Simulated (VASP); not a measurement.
# SrO in VASP: further runs

SrO is run at these levels: PBE; tasks: single point.

Program: VASP 6.6.1. These are calculated values, not measurements. Logs are shortened: lines on timing, memory, paths and dates and some standing lists are left out, and cuts for length are marked.

**1. The cell of the first run**

Symmetry: I4mm, No. 107, tetragonal system. The conventional cell has a = 3.673 Å, b = 3.673 Å, c = 5.195 Å, α = 90.00°, β = 90.00°, γ = 90.00°. Sr (site symmetry 4mm) has 6 O at 2.40 to 2.80 Å within 3.2 Å. O (site symmetry 4mm) has 6 Sr at 2.40 to 2.80 Å within 3.2 Å.

**2. Single point, PBE (atom 1 (Sr) moved 0.2 Å along y)**

The input, INCAR:

```
PREC = Accurate
ENCUT = 520
EDIFF = 1E-6
ISMEAR = 0
SIGMA = 0.05
LREAL = False
LASPH = True
NELM = 100
ALGO = Normal
ISIF = 2
LWAVE = False
LCHARG = False
GGA = PE
NBANDS = 15
```

The input, KPOINTS:

```
regular mesh
0
Gamma
  12 12 12
```

The input, POSCAR:

```
SrO
1.0
    0.0000000000      2.5975128988      2.5975128988
    2.5975128988      0.0000000000      2.5975128988
    2.5975128988      2.5975128988      0.0000000000
Sr O
1 1
Direct
    0.5384983651      0.4615016349      0.5384983651
    0.0000000000      0.0000000000      0.0000000000
```

Potentials or basis: VASP PAW PBE potentials, release 64 (Sr_sv, O).

Launch:

```sh
$ cat potpaw_PBE.64/Sr_sv/POTCAR potpaw_PBE.64/O/POTCAR > POTCAR
$ mpirun -np 1 vasp_std > vasp.out
```

OUTCAR:

```text
PREC = Accurate
   ENCUT = 520
   EDIFF = 1E-6
   ISMEAR = 0
   LREAL = False
   LASPH = True
   NELM = 100
   ISIF = 2
   GGA = PE

 ion  position               nearest neighbor table
   1  0.538  0.462  0.538-   2 2.40   2 2.61   2 2.61   2 2.61   2 2.61   2 2.80
   2  0.000  0.000  0.000-   1 2.40   1 2.61   1 2.61   1 2.61   1 2.61   1 2.80

  LATTYP: Found a face centered cubic cell.
 ALAT       =     5.1950257976

  Lattice vectors:

 A1 = (   0.0000000000,   2.5975128988,   2.5975128988)
 A2 = (   2.5975128988,   0.0000000000,   2.5975128988)
 A3 = (   2.5975128988,   2.5975128988,   0.0000000000)

Analysis of symmetry for initial positions (statically):
=====================================================================
 Subroutine PRICEL returns:
 Original cell was already a primitive cell.

 Routine SETGRP: Setting up the symmetry group for a
 face centered cubic supercell.

 Subroutine GETGRP returns: Found  8 space group operations
 (whereof  8 operations were pure point group operations)
 out of a pool of 48 trial point group operations.

The static configuration has the point symmetry C_4v.

Analysis of symmetry for dynamics (positions and initial velocities):
=====================================================================
 Subroutine PRICEL returns:
 Original cell was already a primitive cell.

 Routine SETGRP: Setting up the symmetry group for a
 face centered cubic supercell.

 Subroutine GETGRP returns: Found  8 space group operations
 (whereof  8 operations were pure point group operations)
 out of a pool of 48 trial point group operations.

The dynamic configuration has the point symmetry C_4v.

 Subroutine INISYM returns: Found  8 space group operations
 (whereof  8 operations are pure point group operations),
 and found     1 'primitive' translations

----------------------------------------------------------------------------------------

                                     Primitive cell

  volume of cell :      35.0512

  direct lattice vectors                    reciprocal lattice vectors
     0.000000000  2.597512899  2.597512899    -0.192491826  0.192491826  0.192491826
     2.597512899  0.000000000  2.597512899     0.192491826 -0.192491826  0.192491826
     2.597512899  2.597512899  0.000000000     0.192491826  0.192491826 -0.192491826

  length of vectors
     3.673437970  3.673437970  3.673437970     0.333405622  0.333405622  0.333405622

  position of ions in fractional coordinates (direct lattice)
     0.538498365  0.461501635  0.538498365
     0.000000000  0.000000000  0.000000000

  ion indices of the primitive-cell ions
   primitive index   ion index
                 1           1
[... 86 lines left out ...]
   EMIN   =  10.00;   EMAX   =-10.00  energy-range for DOS
   EFERMI =   0.00;   METHOD = LEGACY
   ISMEAR =     0;   SIGMA  =   0.05  broadening in eV -4-tet -1-fermi 0-gaus
   EFERMI_NEDOS =   21; number of points for ismear=-14 and -15
   IALGO  =     38    algorithm
   IMIX   =      4    mixing-type and parameters
     AMIX     =   0.40;   BMIX     =  1.00
     AMIX_MAG =   1.60;   BMIX_MAG =  1.00
  volume/ion in A,a.u.               =      17.53       118.27
  Fermi-wavevector in a.u.,A,eV,Ry     =   1.260512  2.382023 21.618181  1.588891
  Thomas-Fermi vector in A             =   2.394018
   LORBIT       =      0    0 simple, 1 ext, 2 COOP (PROOUT), +10 PAW based schemes
   GGA     = PE    functional components
   LHFCALC =     F    Hartree Fock is set to
   AEXX    =    0.0000 exact exchange contribution
   IVDW    =     0    specifies the selected vdW correction
   LEPSILON=     F    determine dielectric tensor
   LRPA    =     F    only Hartree local field effects (RPA)
 non-spin polarized calculation
 Gauss-broadening in eV      SIGMA  =   0.05
  energy-cutoff  :      520.00
  volume of cell :       35.05
 maximum number of plane-waves:       960
   NGX = 13   NGY = 13   NGZ = 13

 number of electron      16.0000000 magnetization

 Free energy of the ion-electron system (eV)
  ---------------------------------------------------
  ext. energy  EPLUGINS =         0.00000000
  ---------------------------------------------------
  free energy    TOTEN  =       -12.00995533 eV

  energy without entropy =      -12.00995533  energy(sigma->0) =      -12.00995533

 E-fermi :   1.7386     XC(G=0):  -9.8716

 val. band max:        1.4436347239   @ k =   0.0833   0.0833   0.0000
 cond. band min:       4.8064530180   @ k =   0.5000   0.0000   0.5000
 fundamental gap:      3.3628182941
 Fermi energy:         1.7385593332

 k-point     1 :       0.0000    0.0000    0.0000
  band No.  band energies     occupation
      1     -30.9498      2.00000
      2     -13.6671      2.00000
      3     -12.6201      2.00000
      4     -12.6201      2.00000
      5     -12.5133      2.00000
      6       1.4092      2.00000
      7       1.4092      2.00000
      8       1.4318      2.00000
      9       5.2599      0.00000
     10       7.6821      0.00000
     11       7.8238      0.00000
     12       7.8238      0.00000
     13       9.7756      0.00000
     14      10.0078      0.00000
[... 401 lines left out ...]
      2     -14.6189      2.00000
      3     -12.7454      2.00000
      4     -12.6606      2.00000
      5     -11.7243      2.00000
      6       0.0333      2.00000
      7       0.7247      2.00000
      8       0.9708      2.00000
      9       7.3202      0.00000
     10       7.8224      0.00000
     11       8.8770      0.00000
     12       9.4035      0.00000
     13      11.3083      0.00000
     14      11.8837      0.00000
     15      17.2957      0.00000

 [... further k-points ...]

------------------------ aborting loop because EDIFF is reached ----------------------------------------

  FORCE on cell =-STRESS in cart. coord.  units (eV):
  Direction    XX          YY          ZZ          XY          YZ          ZX
  --------------------------------------------------------------------------------------
  -------------------------------------------------------------------------------------
  Total        0.0407275      0.9309839      0.0407275      0.0000000      0.0000000      0.0000000
  in kB        1.8616373     42.5549055      1.8616373      0.0000000      0.0000000      0.0000000
  external PRESSURE =      15.4260600 kB  Pullay stress =       0.0000000 kB

 VOLUME and BASIS-vectors are now :
 -----------------------------------------------------------------------------
  energy-cutoff  :      520.00
  volume of cell :       35.05
      direct lattice vectors                 reciprocal lattice vectors
     0.000000000  2.597512899  2.597512899    -0.192491826  0.192491826  0.192491826
     2.597512899  0.000000000  2.597512899     0.192491826 -0.192491826  0.192491826
     2.597512899  2.597512899  0.000000000     0.192491826  0.192491826 -0.192491826

 POSITION                                       TOTAL-FORCE (eV/Angst)
 -----------------------------------------------------------------------------------
      2.59751      2.79751      2.59751         0.000000     -0.511742      0.000000
      0.00000      0.00000      0.00000         0.000000      0.511742      0.000000
 -----------------------------------------------------------------------------------
    total drift:                                0.000000     -0.000006      0.000000

  FREE ENERGIE OF THE ION-ELECTRON SYSTEM (eV)
  ---------------------------------------------------
  free  energy   TOTEN  =       -12.0099553306 eV

  energy  without entropy=      -12.0099553306  energy(sigma->0) =      -12.00995533
```

Run time: 51 s. Hardware: 1 thread of AMD EPYC 9R45 (Zen 5), shared host; peak memory 0.19 GiB.

What came out:

```yaml
Free_energy: -12.0100 eV
Pressure: 1.5 GPa
Largest_force: 0.512 eV/Å
Band_gap_on_the_k_mesh: 3.36 eV, indirect (least direct gap 3.42 eV)
```

Forces in eV/Å, atoms in the order of the input:
```
Sr   0.000 -0.512  0.000
O    0.000  0.512  0.000
```

Stress tensor (GPa, compression positive):
```
0.19 0.00 0.00
0.00 4.26 0.00
0.00 0.00 0.19
```

Levels at points of the mesh, in eV from the valence-band top:
```tsv
k point	band 6	band 7	band 8	band 9	band 10	band 11
(0.00, 0.00, 0.00)	-0.03	-0.03	-0.01	3.82	6.24	6.38
(0.50, 0.00, 0.00)	-2.03	-1.01	-0.98	6.45	8.04	8.78
(0.50, 0.50, 0.00)	-0.43	-0.26	-0.04	3.65	7.55	10.12
(0.50, 0.00, 0.50)	-0.35	-0.05	-0.05	3.36	7.50	9.91
```

Caveat: the cell differs from its parent crystal (atom 1 (Sr) moved 0.2 Å along y). A k mesh can miss the band edges.

**3. Single point, PBE (atoms moved at random and the cell strained at random)**

The input, INCAR:

```
  PREC = Accurate
  ENCUT = 520
  EDIFF = 1E-7
  ISMEAR = 0
  SIGMA = 0.05
  LREAL = F
  LASPH = T
  NELM = 100
  ALGO = Normal
  ISIF = 2
  LWAVE = F
  LCHARG = F
  GGA = PE
  NBANDS = 15
```

KPOINTS is that of step 2.

The input, POSCAR:

```
SrO
1.0
   -0.0087273865      2.6128356489      2.6264866815
    2.5965199021      0.0046377357      2.6131215594
    2.5871003768      2.5900510015      0.0140572610
Sr O
1 1
Direct
    0.5131655247      0.5156881426      0.4881201427
   -0.0131655247     -0.0156881426      0.0118798573
```

Potentials or basis: VASP PAW PBE potentials, release 64 (Sr_sv, O).

Launch:

```sh
$ cat potpaw_PBE.64/Sr_sv/POTCAR potpaw_PBE.64/O/POTCAR > POTCAR
$ mpirun -np 1 vasp_std > vasp.out
```

Wall time 4.5 min (1 thread of AMD EPYC 9R45 (Zen 5), shared host); peak memory 0.51 GiB.

Results (log left out):

* Free energy: -12.0326 eV
* Pressure: 0.5 GPa
* Largest force: 0.306 eV/Å
* Band gap on the k mesh: 3.35 eV, indirect (least direct gap 3.41 eV)

Forces on the atoms (eV/Å):
```
Sr  -0.037 -0.014 -0.304
O    0.037  0.014  0.304
```

Stress tensor (GPa, compression positive):
```
 0.12  0.38 -0.04
 0.38 -0.03 -0.56
-0.04 -0.56  1.53
```

Levels at points of the mesh, in eV from the valence-band top:
```csv
k point,band 4,band 5,band 6,band 7,band 8,band 9,band 10,band 11,band 12,band 13
"(0.00, 0.00, 0.00)",-14.13,-14.08,-0.03,-0.02,0.00,3.75,6.13,6.26,6.33,8.31
"(0.50, 0.00, 0.00)",-14.20,-12.93,-2.05,-1.01,-0.98,6.39,8.00,8.67,8.76,11.49
"(0.00, 0.50, 0.00)",-14.21,-12.96,-2.05,-1.04,-1.01,6.41,8.05,8.75,8.78,11.51
"(0.50, 0.50, 0.00)",-14.46,-14.44,-0.44,-0.08,-0.06,3.35,7.49,9.91,9.99,10.84
"(0.00, 0.00, 0.50)",-14.21,-12.97,-2.05,-1.06,-1.02,6.43,8.02,8.71,8.87,11.50
"(0.50, 0.00, 0.50)",-14.47,-14.29,-0.46,-0.19,-0.09,3.49,7.51,10.02,10.11,10.82
"(0.00, 0.50, 0.50)",-14.47,-14.29,-0.45,-0.20,-0.09,3.48,7.51,10.02,10.12,10.83
"(0.50, 0.50, 0.50)",-14.20,-12.96,-2.06,-1.05,-0.99,6.41,8.08,8.64,8.84,11.48
```

Caveat: the cell differs from its parent crystal (atoms moved at random and the cell strained at random). A k mesh can miss the band edges.
